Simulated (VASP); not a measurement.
Here is a VASP 6.6.1 calculation.

POSCAR

```
Au
1.0
    2.7484100000      0.0000000000      0.0000000000
    0.0000000000      2.7484100000      0.0000000000
    0.0000000000      0.0000000000      2.7484100000
Au
1
Direct
    0.5000000000      0.5000000000      0.5000000000
```

Contents of INCAR.step1:

```
SYSTEM = Au
PREC = Accurate
ENCUT = 540
EDIFF = 1E-5
ISMEAR = -1
SIGMA = 0.05
LREAL = .False.
LASPH = .True.
NELM = 120
ALGO = Normal
LWAVE = .True.
LCHARG = .False.
GGA = PE
NBANDS = 16
GGA_COMPAT = .False.
IBRION = 2
ISIF = 3
EDIFFG = -0.005
NELMIN = 4
NSW = 100
```

File INCAR.step2:

```
SYSTEM = Au
PREC = Accurate
ENCUT = 540
EDIFF = 1E-7
ISMEAR = -1
SIGMA = 0.05
LREAL = .False.
LASPH = .True.
NELM = 120
ALGO = Normal
ISIF = 3
LWAVE = .False.
LCHARG = .False.
GGA = PE
LHFCALC = .True.
AEXX = 1.0
ALDAC = 0.0
AGGAC = 0.0
PRECFOCK = Normal
IBRION = 2
NSW = 60
EDIFFG = -0.01
ISTART = 1
GGA_COMPAT = .False.
NELMIN = 4
```

KPOINTS

```
Automatic mesh
0
Gamma
  5 5 5
  0 0 0
```

Potentials or basis: VASP PAW PBE potentials, release 64 (Au_sv_GW).

Launch:

```sh
$ cat potpaw_PBE.64/Au_sv_GW/POTCAR > POTCAR
$ cp INCAR.step1 INCAR
$ mpirun -np 1 vasp_std > vasp.out
$ cp INCAR.step2 INCAR
$ mpirun -np 1 vasp_std > vasp.out
```

Question: Predict the space group after relaxing (to 0.1 Å).

Answer: Pm-3m (No. 221).

Question: Predict the band gap on the k mesh.

Answer: Zero (an odd number of electrons rules out a gap without spin polarisation).

Question: Estimate the relaxed cell.

Answer: a = 2.845 Å, b = 2.845 Å, c = 2.845 Å, α = 90.00°, β = 90.00°, γ = 90.00°.

Question: What does it give for the relaxed volume?

Answer: 23.03 Å³/atom.

Step by step:
| step | energy change (eV) | largest force (eV/Å) | pressure (GPa) | volume (Å³) |
| --- | --- | --- | --- | --- |
| 1 | 0.0000 | 0.0000 | 9.58 | 20.76 |
| 2 | -0.0371 | 0.0000 | -4.12 | 24.72 |
| 3 | -0.0605 | 0.0000 | -0.01 | 23.03 |

Caveat: the k points lie up to 0.44 Å⁻¹ apart in the final cell, too coarse for converged energies and pressures of a metal; the PAW data sets were made with another functional, which shifts forces and pressure a little; spin-orbit coupling is left out, which moves the levels of the heavy elements.
